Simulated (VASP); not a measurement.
S: electric field gradients with PBE

The system is S.

```
CELL_PARAMETERS angstrom
0.00000 2.76983 2.76983
2.76983 0.00000 2.76983
2.76983 2.76983 0.00000
ATOMIC_POSITIONS crystal
S 0.87500 0.87500 0.87500
S 0.12500 0.12500 0.12500
```

This isn't the form of S at room conditions, which is orthorhombic, of S8 rings.

```yaml
Program: VASP 6.6.1
Task: electric field gradients
Functional: PBE
Potentials_or_basis: VASP PAW PBE potentials, release 64 (S)
Cutoff: 400 eV
k_mesh: 9 × 9 × 9, shifted
Occupations: fermi-dirac, width 0.05 eV
Spin: no spin polarisation
Dipole_correction: no
Further_INCAR_settings: ALGO = Normal; EDIFF = 1e-08; NBANDS = 13; ISYM = -1
```

```json
{
 "Pressure": "7.2 GPa",
 "Band gap on the k mesh": "zero (bands 6 and 7 overlap by 1.52 eV)",
 "Largest electric field gradient by atom": "S +1.2 V/Å²"
}
```

Levels at points of the mesh, in eV from the Fermi level:
```
           k point  band 4  band 5  band 6  band 7  band 8  band 9
(0.50, 0.50, 0.50)   -5.25   -4.56    0.15    0.15    2.62    7.58
```

Electric field gradients, principal values (V/Å²):
```tsv
atom	least	middle	greatest (by size)
1 S	-0.583	-0.583	1.166
2 S	-0.583	-0.583	1.166
```

Wall time 74 s on 1 thread of Intel(R) Xeon(R) Platinum 8488C (Sapphire Rapids), on a shared host, peak memory 0.23 GiB.

Caveat: the cell stands under pressure; without QUAD_EFG the Cq values of the log hold for a quadrupole moment of 1 mb, not for the nuclei.
